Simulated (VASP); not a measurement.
A run of VASP 6.6.1:

File INCAR:

```
SYSTEM = Si2Mo
PREC     = Accurate       ! precision mode
ENCUT    = 520            ! plane-wave cutoff, eV
EDIFF    = 1E-7           ! SCF threshold, eV
ISMEAR   = 0              ! smearing method
SIGMA    = 0.019000000000000003 ! smearing width, eV
LREAL    = .FALSE.        ! projectors in reciprocal space
LASPH    = .TRUE.         ! aspherical terms in the spheres
NELM     = 100            ! most SCF steps
ALGO     = Normal         ! electronic algorithm
ISIF     = 2              ! what is computed and relaxed
LWAVE    = .FALSE.        ! write WAVECAR
LCHARG   = .TRUE.         ! write CHGCAR
GGA      = PE             ! functional
LELF     = .TRUE.         ! ELF
LVHAR    = .TRUE.       
NBANDS   = 18             ! bands
```

Contents of KPOINTS:

```
regular mesh
0
G
  12 12 12
  0 0 0
```

POSCAR

```
Si2Mo
1.0
   -1.6000000000      1.6000000000      3.9305000000
    1.6000000000     -1.6000000000      3.9305000000
    1.6000000000      1.6000000000     -3.9305000000
Mo Si
1 2
Direct
    0.0000000000      0.0000000000      0.0000000000
    0.6670000000      0.6670000000      0.0000000000
    0.3330000000      0.3330000000      0.0000000000
```

Potentials or basis: VASP PAW PBE potentials, release 64 (Mo_sv, Si).

Run with:

```bash
$ cat potpaw_PBE.64/Mo_sv/POTCAR potpaw_PBE.64/Si/POTCAR > POTCAR
$ mpirun -np 1 vasp_std > vasp.out
```

Hardware: 1 thread of Intel(R) Xeon(R) Platinum 8488C (Sapphire Rapids) (shared host).

How long does it take, and how much memory?

Wall time 2.3 min on 1 thread of Intel(R) Xeon(R) Platinum 8488C (Sapphire Rapids) (shared host), peak memory 0.28 GiB. Counts: scf iterations 15, k points 163.
